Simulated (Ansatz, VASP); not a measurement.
# One calculation of Al, two programs

```
CELL_PARAMETERS angstrom
0.00000 2.02479 2.02479
2.02479 0.00000 2.02479
2.02479 2.02479 0.00000
ATOMIC_POSITIONS crystal
Al 0.00000 0.00000 0.00000
```

Alike in both runs: task relaxation of cell and atoms; functional PBEsol; k mesh 22 × 22 × 22; occupations fermi-dirac, width 0.05 eV; no spin polarisation.

|  | VASP | Ansatz |
| --- | --- | --- |
| version | VASP 6.6.1 | Ansatz 0.2.0 |
| potentials or method | VASP PAW PBE potentials, release 64 (Al) | PAW with Ansatz's default frozen-core files, scalar-relativistic |
| plane-wave cutoff (eV) | 500 | 420 |
| valence electrons in the cell | 3 | 3 |

|  | VASP | Ansatz | Ansatz less VASP |
| --- | --- | --- | --- |
| relaxed volume (Å³/atom) | 16.20 | 16.19 | -0.005 |
| relaxed cell length with the largest relative difference (Å) | 2.840 | 2.840 | -0.0003 |

VASP's potentials were made for PBE, not for PBEsol.
